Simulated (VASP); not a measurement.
# Mo (Im-3m) in VASP: notebook

Mo is run at these levels: HSE06, PBE0; tasks: single point.

Everything below comes from runs of VASP 6.6.1. Logs are shortened: lines on timing, memory, paths and dates and some standing lists are left out, and cuts for length are marked.

### 1 The cell of the first run

The structure is cubic, space group Im-3m (No. 229). Conventional cell: a = 3.168 Å, b = 3.168 Å, c = 3.168 Å, α = 90.00°, β = 90.00°, γ = 90.00°. Mo (site symmetry m-3m) has 14 Mo at 2.74 to 3.17 Å within 3.6 Å.

### 2 Single point, HSE06

POSCAR reads:

```
Mo
1.0
   -1.5838089719      1.5838089719      1.5838089719
    1.5838089719     -1.5838089719      1.5838089719
    1.5838089719      1.5838089719     -1.5838089719
Mo
1
Direct
    0.0000000000      0.0000000000      0.0000000000
```

INCAR.step1 reads:

```
SYSTEM = Mo
PREC     = Accurate       ! precision mode
ENCUT    = 400            ! plane-wave cutoff, eV
EDIFF    = 1E-5           ! SCF threshold, eV
ISMEAR   = 1              ! smearing method
SIGMA    = 0.05           ! smearing width, eV
LREAL    = .False.        ! projectors in reciprocal space
LASPH    = .True.         ! aspherical terms in the spheres
NELM     = 120            ! most SCF steps
ALGO     = Normal         ! electronic algorithm
ISIF     = 2              ! what is computed and relaxed
LWAVE    = .True.         ! write WAVECAR
LCHARG   = .False.        ! write CHGCAR
GGA      = PE             ! functional
NBANDS   = 13             ! bands
GGA_COMPAT= .False.
```

INCAR.step2 reads:

```
SYSTEM = Mo
PREC     = Accurate       ! precision mode
ENCUT    = 400            ! plane-wave cutoff, eV
EDIFF    = 1E-6           ! SCF threshold, eV
ISMEAR   = 1              ! smearing method
SIGMA    = 0.05           ! smearing width, eV
LREAL    = .False.        ! projectors in reciprocal space
LASPH    = .True.         ! aspherical terms in the spheres
NELM     = 120            ! most SCF steps
ALGO     = Normal         ! electronic algorithm
ISIF     = 2              ! what is computed and relaxed
LWAVE    = .False.        ! write WAVECAR
LCHARG   = .False.        ! write CHGCAR
GGA      = PE             ! functional
LHFCALC  = .True.         ! exact exchange
HFSCREEN = 0.2079         ! screening, 1/A
PRECFOCK = Normal       
ISTART   = 1            
NBANDS   = 13             ! bands
GGA_COMPAT= .False.
```

KPOINTS reads:

```
regular mesh
0
Gamma
  6 6 6
  0 0 0
```

Potentials or basis: VASP PAW PBE potentials, release 64 (Mo_sv).

Started as:

```console
$ cat potpaw_PBE.64/Mo_sv/POTCAR > POTCAR
$ cp INCAR.step1 INCAR
$ mpirun -np 1 vasp_std > vasp.out
$ cp INCAR.step2 INCAR
$ mpirun -np 1 vasp_std > vasp.out
```

OUTCAR:

```text
SYSTEM = Mo
   PREC = Accurate
   ENCUT = 400
   EDIFF = 1E-6
   ISMEAR = 1
   LREAL = .False.
   LASPH = .True.
   NELM = 120
   ISIF = 2
   GGA = PE
   LHFCALC = .True.
   HFSCREEN = 0.2079
   PRECFOCK = Normal
   ISTART = 1

 ion  position               nearest neighbor table
   1  0.000  0.000  0.000-

  LATTYP: Found a body centered cubic cell.
 ALAT       =     3.1676179438

  Lattice vectors:

 A1 = (  -1.5838089719,   1.5838089719,   1.5838089719)
 A2 = (   1.5838089719,  -1.5838089719,   1.5838089719)
 A3 = (   1.5838089719,   1.5838089719,  -1.5838089719)

Analysis of symmetry for initial positions (statically):
=====================================================================
 Subroutine PRICEL returns:
 Original cell was already a primitive cell.

 Routine SETGRP: Setting up the symmetry group for a
 body centered cubic supercell.

 Subroutine GETGRP returns: Found 48 space group operations
 (whereof 48 operations were pure point group operations)
 out of a pool of 48 trial point group operations.

The static configuration has the point symmetry O_h .

Analysis of symmetry for dynamics (positions and initial velocities):
=====================================================================
 Subroutine PRICEL returns:
 Original cell was already a primitive cell.

 Routine SETGRP: Setting up the symmetry group for a
 body centered cubic supercell.

 Subroutine GETGRP returns: Found 48 space group operations
 (whereof 48 operations were pure point group operations)
 out of a pool of 48 trial point group operations.

The dynamic configuration has the point symmetry O_h .

 Subroutine INISYM returns: Found 48 space group operations
 (whereof 48 operations are pure point group operations),
 and found     1 'primitive' translations

----------------------------------------------------------------------------------------

                                     Primitive cell

  volume of cell :      15.8916

  direct lattice vectors                    reciprocal lattice vectors
    -1.583808972  1.583808972  1.583808972     0.000000000  0.315694638  0.315694638
     1.583808972 -1.583808972  1.583808972     0.315694638  0.000000000  0.315694638
     1.583808972  1.583808972 -1.583808972     0.315694638  0.315694638  0.000000000

  length of vectors
     2.743237609  2.743237609  2.743237609     0.446459639  0.446459639  0.446459639

  position of ions in fractional coordinates (direct lattice)
     0.000000000  0.000000000  0.000000000

  ion indices of the primitive-cell ions
   primitive index   ion index
                 1           1

----------------------------------------------------------------------------------------

 KPOINTS: regular mesh

Automatic generation of k-mesh.
 Grid dimensions read from file:
 generate k-points for:    6    6    6

 Generating k-lattice:

  Cartesian coordinates                     Fractional coordinates (reciprocal lattice)
     0.000000000  0.052615773  0.052615773     0.166666667  0.000000000  0.000000000
     0.052615773  0.000000000  0.052615773     0.000000000  0.166666667  0.000000000
     0.052615773  0.052615773  0.000000000     0.000000000  0.000000000  0.166666667

  Length of vectors
     0.074409940  0.074409940  0.074409940

  Shift w.r.t. Gamma in fractional coordinates (k-lattice)
     0.000000000  0.000000000  0.000000000

 Subroutine IBZKPT returns following result:
 ===========================================

 Found     16 irreducible k-points:

 Following reciprocal coordinates:
            Coordinates               Weight
  0.000000  0.000000  0.000000      1.000000
  0.166667  0.000000  0.000000     12.000000
  0.333333  0.000000  0.000000     12.000000
  0.500000  0.000000  0.000000      6.000000
  0.166667  0.166667  0.000000     24.000000
  0.333333  0.166667  0.000000     48.000000
[... 8 lines left out ...]
  0.500000  0.500000  0.333333     12.000000
  0.500000  0.500000  0.500000      1.000000
   k-points           NKPTS =     16   k-points in BZ     NKDIM =    216   number of bands    NBANDS=     13
   number of dos      NEDOS =    301   number of ions     NIONS =      1
   total plane-waves  NPLWV =   5832
   dimension x,y,z NGX =    18 NGY =   18 NGZ =   18
   dimension x,y,z NGXF=    36 NGYF=   36 NGZF=   36
   ions per type =               1
   NGX,Y,Z   is equivalent  to a cutoff of  10.91, 10.91, 10.91 a.u.
   NGXF,Y,Z  is equivalent  to a cutoff of  21.82, 21.82, 21.82 a.u.
 SYSTEM =  Mo
   PREC   = accura    normal or accurate (medium, high low for compatibility)
   ISTART =      1    job   : 0-new  1-cont  2-samecut
   ICHARG =      0    charge: 1-file 2-atom 10-const
   ISPIN  =      1    spin polarized calculation?
   LNONCOLLINEAR =      F non collinear calculations
   LSORBIT =      F    spin-orbit coupling
   LASPH  =      T    aspherical Exc in radial PAW
   ENCUT  =  400.0 eV  29.40 Ry    5.42 a.u.   4.47  4.47  4.47*2*pi/ulx,y,z
   NELM   =    120;   NELMIN=  2; NELMDL=  0     # of ELM steps
   EDIFF  = 0.1E-05   stopping-criterion for ELM
   LREAL  =      F    real-space projection
   EDIFFG = 0.1E-04   stopping-criterion for IOM
   NSW    =      0    number of steps for IOM
   IBRION =     -1    ionic relax: 0-MD 1-quasi-New 2-CG
   NFREE  =      0    steps in history (QN), initial steepest desc. (CG)
   ISIF   =      2    stress and relaxation
   ISYM   =      3    0-nonsym 1-usesym 2-fastsym
   POTIM  = 0.5000    time-step for ionic-motion
   TEBEG  =    0.0;   TEEND  =   0.0 temperature during run
   PSTRESS=    0.0 pullay stress
   NELECT =      14.0000    total number of electrons
   NUPDOWN=      -1.0000    fix difference up-down
   EMIN   =  10.00;   EMAX   =-10.00  energy-range for DOS
   EFERMI =   0.00;   METHOD = LEGACY
   ISMEAR =     1;   SIGMA  =   0.05  broadening in eV -4-tet -1-fermi 0-gaus
   EFERMI_NEDOS =   21; number of points for ismear=-14 and -15
   IALGO  =     38    algorithm
   IMIX   =      1    mixing-type and parameters
     AMIX     =   0.40;   BMIX     =  1.00
     AMIX_MAG =   1.60;   BMIX_MAG =  1.00
  volume/ion in A,a.u.               =      15.89       107.24
  Fermi-wavevector in a.u.,A,eV,Ry     =   1.569380  2.965698 33.510508  2.462953
  Thomas-Fermi vector in A             =   2.671271
   LORBIT       =      0    0 simple, 1 ext, 2 COOP (PROOUT), +10 PAW based schemes
   GGA     = PE    functional components
   LHFCALC =     T    Hartree Fock is set to
   PRECFOCK=normal    Normal, Fast or Accurate (Low or Medium for compatibility)
   ENCUT4O =  -1.0   cutoff for four orbital integrals eV
   NKREDX  =     1    reduce k-point grid by
   NKREDY  =     1    reduce k-point grid by
   NKREDZ  =     1    reduce k-point grid by
   AEXX    =    0.2500 exact exchange contribution
   HFSCREEN=    0.2079 screening length (either q_TF or 0.3 A-1)
   HFSCREENC=   0.2079 screening length for correlation (either q_TF or 0.3 A-1)
   ENCUTFOCK=  -1.0 apply spherical cutoff to Coloumb kernel
   IVDW    =     0    specifies the selected vdW correction
   LEPSILON=     F    determine dielectric tensor
   LRPA    =     F    only Hartree local field effects (RPA)
 non-spin polarized calculation
 Methfessel and Paxton  Order N= 1 SIGMA  =   0.05
  energy-cutoff  :      400.00
  volume of cell :       15.89
 maximum number of plane-waves:       321
 NGX is ok and might be reduce to    18
  NGX = 14; NGY = 14; NGZ = 14

 number of electron      14.0000005 magnetization

 Free energy of the ion-electron system (eV)
  ---------------------------------------------------
  ext. energy  EPLUGINS =         0.00000000
  ---------------------------------------------------
  free energy    TOTEN  =       -12.95436490 eV

  energy without entropy =      -12.95453225  energy(sigma->0) =      -12.95442068

 E-fermi :  11.8776     XC(G=0): -10.8483

 val. band max:       11.8356074546   @ k =   0.1667   0.0000   0.0000
 cond. band min:      12.5757734833   @ k =  -0.3333   0.3333   0.1667
 fundamental gap:      0.7401660287
 Fermi energy:        11.8775629508

 k-point     1 :       0.0000    0.0000    0.0000
  band No.  band energies     occupation
      1     -53.2659      2.00000
      2     -25.0339      2.00000
      3     -25.0339      2.00000
      4     -25.0339      2.00000
      5       3.8895      2.00000
      6      10.5001      2.00000
      7      10.5001      2.00000
      8      10.5001      2.00000
      9      14.5988      0.00000
     10      14.5988      0.00000
     11      27.9149      0.00000
     12      27.9149      0.00000
     13      27.9149      0.00000

 k-point     2 :       0.1667    0.0000    0.0000
  band No.  band energies     occupation
      1     -53.1967      2.00000
      2     -25.4361      2.00000
      3     -25.1554      2.00000
      4     -25.0315      2.00000
      5       5.1134      2.00000
      6       9.8350      2.00000
      7      10.3530      2.00000
      8      11.8356      1.99878
      9      13.8804      0.00000
     10      14.6135      0.00000
     11      28.4880      0.00000
     12      29.6432      0.00000
     13      29.9644      0.00000

 k-point     3 :       0.3333    0.0000    0.0000
  band No.  band energies     occupation
      1     -53.0558      2.00000
      2     -26.1986      2.00000
      3     -25.3911      2.00000
      4     -25.0288      2.00000
      5       6.4326      2.00000
      6       8.7202      2.00000
      7      11.2044      2.00000
      8      14.2243      0.00000
      9      14.9072      0.00000
     10      15.1404      0.00000
     11      26.5624      0.00000
     12      27.4905      0.00000
     13      34.1879      0.00000

 k-point     4 :       0.5000    0.0000    0.0000
  band No.  band energies     occupation
      1     -52.9841      2.00000
      2     -26.5600      2.00000
      3     -25.5042      2.00000
      4     -25.0283      2.00000
      5       6.1438      2.00000
      6       8.2365      2.00000
      7      13.5829      0.00000
      8      14.5479      0.00000
      9      15.2223      0.00000
     10      17.4970      0.00000
     11      24.6562      0.00000
     12      24.9346      0.00000
     13      30.4692      0.00000

 k-point     5 :       0.1667    0.1667    0.0000
  band No.  band energies     occupation
      1     -53.0914      2.00000
      2     -25.9503      2.00000
      3     -25.3161      2.00000
      4     -25.1166      2.00000
      5       6.8010      2.00000
      6       9.3440      2.00000
      7       9.5019      2.00000
      8      13.4724      0.00000
      9      14.6012      0.00000
     10      15.1955      0.00000
     11      28.2276      0.00000
     12      29.1037      0.00000
     13      31.5308      0.00000
[... 129 lines left out ...]
 k-point    14 :      -0.3333    0.3333    0.3333
  band No.  band energies     occupation
      1     -52.8919      2.00000
      2     -26.0224      2.00000
      3     -25.7934      2.00000
      4     -25.7934      2.00000
      5       7.7060      2.00000
      6       7.8325      2.00000
      7      13.0393      0.00000
      8      13.0393      0.00000
      9      14.7631      0.00000
     10      17.8287      0.00000
     11      28.0158      0.00000
     12      28.0158      0.00000
     13      29.6205      0.00000

 k-point    15 :       0.5000    0.5000    0.3333
  band No.  band energies     occupation
      1     -52.8365      2.00000
      2     -26.1816      2.00000
      3     -25.9203      2.00000
      4     -25.8095      2.00000
      5       6.9405      2.00000
      6       7.2511      2.00000
      7      13.4009      0.00000
      8      13.9812      0.00000
      9      16.9175      0.00000
     10      21.3403      0.00000
     11      23.0947      0.00000
     12      25.0597      0.00000
     13      32.4530      0.00000

 k-point    16 :       0.5000    0.5000    0.5000
  band No.  band energies     occupation
      1     -52.7868      2.00000
      2     -26.0517      2.00000
      3     -26.0517      2.00000
      4     -26.0517      2.00000
      5       6.1992      2.00000
      6       6.1992      2.00000
      7      16.7326      0.00000
      8      16.7326      0.00000
      9      16.7326      0.00000
     10      21.8649      0.00000
     11      21.8649      0.00000
     12      21.8649      0.00000
     13      32.8217      0.00000

------------------------ aborting loop because EDIFF is reached ----------------------------------------

  FORCE on cell =-STRESS in cart. coord.  units (eV):
  Direction    XX          YY          ZZ          XY          YZ          ZX
  --------------------------------------------------------------------------------------
  -------------------------------------------------------------------------------------
  Total       -0.9610919     -0.9610919     -0.9610919      0.0000000     -0.0000000      0.0000000
  in kB      -96.8962795    -96.8962795    -96.8962795      0.0000000     -0.0000000      0.0000000
  external PRESSURE =     -96.8962795 kB  Pullay stress =       0.0000000 kB

 VOLUME and BASIS-vectors are now :
 -----------------------------------------------------------------------------
  energy-cutoff  :      400.00
  volume of cell :       15.89
      direct lattice vectors                 reciprocal lattice vectors
    -1.583808972  1.583808972  1.583808972     0.000000000  0.315694638  0.315694638
     1.583808972 -1.583808972  1.583808972     0.315694638  0.000000000  0.315694638
     1.583808972  1.583808972 -1.583808972     0.315694638  0.315694638  0.000000000

 POSITION                                       TOTAL-FORCE (eV/Angst)
 -----------------------------------------------------------------------------------
      0.00000      0.00000      0.00000        -0.000000      0.000000     -0.000000
 -----------------------------------------------------------------------------------
    total drift:                                0.000000      0.000000     -0.000000

  FREE ENERGIE OF THE ION-ELECTRON SYSTEM (eV)
  ---------------------------------------------------
  free  energy   TOTEN  =       -12.9543648961 eV

  energy  without entropy=      -12.9545322507  energy(sigma->0) =      -12.95442068
```

Wall time 5 min (1 thread of AMD EPYC 7R13 (Zen 3), shared host); peak memory 0.19 GiB.

Results:

| Item | Value |
| --- | --- |
| Free energy | -12.9544 eV |
| Pressure | -9.7 GPa |
| Band gap on the k mesh | zero (bands 7 and 8 overlap by 6.23 eV) |

Levels at points of the mesh, in eV from the Fermi level:
```csv
k point,band 5,band 6,band 7,band 8,band 9,band 10
"(0.00, 0.00, 0.00)",-7.99,-1.38,-1.38,-1.38,2.72,2.72
"(0.50, 0.00, 0.00)",-5.73,-3.64,1.71,2.67,3.34,5.62
"(0.50, 0.50, 0.50)",-5.68,-5.68,4.86,4.86,4.86,9.99
```

Caveat: the k points lie up to 0.47 Å⁻¹ apart, too coarse for converged energies and pressures of a metal; the PAW data sets were made with another functional, which shifts forces and pressure a little.

### 3 Single point, PBE0

POSCAR reads:

```
Mo
1.0
   -1.5838089700      1.5838089700      1.5838089700
    1.5838089700     -1.5838089700      1.5838089700
    1.5838089700      1.5838089700     -1.5838089700
Mo
1
Direct
    0.0000000000      0.0000000000      0.0000000000
```

INCAR.step1 reads:

```
SYSTEM = Mo
PREC = Accurate
ENCUT = 400
EDIFF = 1E-5
ISMEAR = 1
SIGMA = 0.05
LREAL = .False.
LASPH = .True.
NELM = 120
ALGO = Normal
ISIF = 2
LWAVE = .True.
NBANDS = 13
GGA = PE
GGA_COMPAT = .False.
```

INCAR.step2 reads:

```
SYSTEM = Mo
PREC = Accurate
ENCUT = 400
EDIFF = 1E-6
ISMEAR = 1
SIGMA = 0.05
LREAL = .False.
LASPH = .True.
NELM = 120
ALGO = Normal
ISIF = 2
LWAVE = .False.
LCHARG = .True.
GGA = PE
LHFCALC = .True.
AEXX = 0.25
PRECFOCK = Normal
LELF = .True.
LVHAR = .True.
NBANDS = 13
ISTART = 1
GGA_COMPAT = .False.
```

KPOINTS reads:

```
regular mesh
0
Gamma
  8 8 8
  0 0 0
```

Potentials or basis: VASP PAW PBE potentials, release 64 (Mo_sv).

Started as:

```console
$ cat potpaw_PBE.64/Mo_sv/POTCAR > POTCAR
$ cp INCAR.step1 INCAR
$ mpirun -np 1 vasp_std > vasp.out
$ cp INCAR.step2 INCAR
$ mpirun -np 1 vasp_std > vasp.out
```

Wall time 26 min (1 thread of Intel Xeon Platinum 8375C at 2.90GHz (Ice Lake), shared host); peak memory 0.13 GiB.

Results (log left out):

```yaml
Free_energy: -14.0565 eV
Pressure: -6.8 GPa
Band_gap_on_the_k_mesh: zero (bands 7 and 8 overlap by 6.86 eV)
```

Levels at points of the mesh, in eV from the Fermi level:
```csv
k point,band 4,band 5,band 6,band 7,band 8,band 9,band 10,band 11
"(0.00, 0.00, 0.00)",-37.14,-8.20,-1.45,-1.45,-1.45,3.41,3.41,16.67
"(0.50, 0.00, 0.00)",-37.13,-5.93,-3.83,2.06,3.32,3.94,6.22,13.39
"(0.50, 0.50, 0.50)",-38.15,-5.85,-5.85,5.41,5.41,5.41,10.59,10.59
```

Caveat: the cell stands under tension; the PAW data sets were made with another functional, which shifts forces and pressure a little.
